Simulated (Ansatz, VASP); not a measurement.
Ti: VASP beside Ansatz

The input INCAR:

```
SYSTEM = Ti
PREC = Accurate
ENCUT = 520
EDIFF = 1E-6
ISMEAR = -1
SIGMA = 0.08
LREAL = .FALSE.
LASPH = .TRUE.
NELM = 150
ALGO = Normal
ISIF = 2
LWAVE = .FALSE.
LCHARG = .FALSE.
MAGMOM = 0 0 0 0 0 0
LORBIT = 11
LSORBIT = .TRUE.
GGA_COMPAT = .FALSE.
LORBMOM = .TRUE.
LMAXMIX = 4
GGA = PE
NBANDS = 36
```

KPOINTS

```
Automatic mesh
0
G
  13 13 7
  0 0 0
```

POSCAR

```
Ti
1.0
    2.9499978604      0.0000000000      0.0000000000
   -1.4749989302      2.5547730882      0.0000000000
    0.0000000000      0.0000000000      4.6860000000
Ti
2
Direct
    0.3333333333      0.6666666667      0.2500000000
    0.6666666667      0.3333333333      0.7500000000
```

Input for Ansatz:

```yaml
crystal:
  lattice:
    - [2.9499978604, 0.0, 0.0]
    - [-1.4749989302, 2.5547730882, 0.0]
    - [0.0, 0.0, 4.686]
  atoms:
    - { symbol: Ti, position: [0.3333333333, 0.6666666667, 0.25] }
    - { symbol: Ti, position: [0.6666666667, 0.3333333333, 0.75] }
kpoints:
  mp_grid: { grid: [13, 13, 7] }
  band_path:
    path:
      - [0.0, 0.0, 0.0]
      - [0.5, 0.0, 0.0]
      - [0.3333333333, 0.3333333333, 0.0]
      - [0.0, 0.0, 0.0]
      - [0.0, 0.0, 0.5]
      - [0.5, 0.0, 0.5]
      - [0.3333333333, 0.3333333333, 0.5]
      - [0.0, 0.0, 0.5]
      - [0.5, 0.0, 0.5]
    npoints: 5
scf:
  occupations: { method: fermi_dirac, width: 0.08 }
hamiltonian:
  xc: pbe
  pseudopotentials: { kind: all_electron, lapw: { basis_error: 0.0005 } }
output:
  forces: true
  stress: true
  eigenvalues: true
magnetization:
  noncollinear: true
  spin_orbit: true
```

Alike in both runs: task single point; functional PBE; k mesh 13 × 13 × 7; occupations fermi-dirac, width 0.08 eV; non-collinear spin, spin-orbit coupling.

|  | VASP | Ansatz |
| --- | --- | --- |
| version | VASP 6.6.1 | Ansatz 0.2.0 |
| potentials or method | VASP PAW PBE potentials, release 64 (Ti_sv), cutoff 520 eV | all-electron LAPW |

Ansatz gave:

```
pressure (GPa)                                                : -1.6
traceless stress, the component that is largest in VASP (GPa) : -0.26
```

Problem. Which values does VASP return?

Solution. Pressure (GPa): -1.8; traceless stress, the component that is largest in VASP (GPa): -0.26.

Ansatz ran all-electron here, and VASP with PAW potentials.
